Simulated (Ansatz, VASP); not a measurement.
One calculation of SrO, two programs

The input POSCAR:

```
SrO
1.0
    0.0000000000      2.7922805108      2.7922805108
    2.7922805108      0.0000000000      2.7922805108
    2.7922805108      2.7922805108      0.0000000000
Sr O
1 1
Direct
    0.0000000000      0.0000000000      0.0000000000
    0.2500000000      0.2500000000      0.2500000000
```

Contents of INCAR.step1:

```
SYSTEM = SrO
  ALGO = Normal
  EDIFF = 1E-5
  ENCUT = 520
  GGA = PE
  ISIF = 2
  ISMEAR = 0
  LASPH = .TRUE.
  LREAL = .FALSE.
  LWAVE = .TRUE.
  NBANDS = 15
  NELM = 100
  PREC = Accurate
  SIGMA = 0.01
```

The input INCAR.step2:

```
SYSTEM = SrO
  AEXX = 0.3
  ALGO = Normal
  EDIFF = 1E-6
  ENCUT = 520
  GGA = PE
  HFSCREEN = 0.2078
  ISIF = 2
  ISMEAR = 0
  ISTART = 1
  LASPH = .TRUE.
  LCHARG = .TRUE.
  LELF = .TRUE.
  LHFCALC = .TRUE.
  LREAL = .FALSE.
  LVHAR = .TRUE.
  LWAVE = .FALSE.
  NBANDS = 15
  NELM = 100
  PREC = Accurate
  PRECFOCK = Normal
  SIGMA = 0.01
```

Contents of KPOINTS:

```
k-points
0
G
  4 4 4
  0 0 0
```

Input for Ansatz:

```yaml
crystal:
  lattice:
    - [0.0, 2.7922805108, 2.7922805108]
    - [2.7922805108, 0.0, 2.7922805108]
    - [2.7922805108, 2.7922805108, 0.0]
  atoms:
    - { symbol: Sr, position: [0.0, 0.0, 0.0] }
    - { symbol: O, position: [0.25, 0.25, 0.25] }
kpoints:
  mp_grid: { grid: [4, 4, 4] }
hamiltonian:
  xc:
    exchange: pbe
    correlation: pbe
    exx: { coeff: 0.3, omega: 0.2078 }
scf:
  occupations: { method: fixed }
  n_extra_bands: 4
output:
  forces: true
  stress: true
  eigenvalues: true
```

Alike in both runs: task single point; functional PBE-based screened hybrid; k mesh 4 × 4 × 4; no spin polarisation.

```csv
,VASP,Ansatz
version,VASP 6.6.1,Ansatz 0.2.0
potentials or method,"VASP PAW PBE potentials, release 64 (Sr_sv, O)",plane waves
plane-wave cutoff (eV),520,420
occupations,"gaussian, width 0.01 eV",fixed
valence electrons in the cell,16,16
```

|  | VASP | Ansatz | Ansatz less VASP |
| --- | --- | --- | --- |
| gap on the k mesh at the Fermi level (eV) | 4.13 | 4.13 | -0.002 |
| pressure (GPa) | -0.2 | -0.6 | -0.44 |

VASP's potentials were made for PBE, not for PBE-based screened hybrid. Ansatz's warnings: stress exchange threshold loose, stress scf threshold loose.

The k mesh is coarse, so the values compare programs but aren't converged.
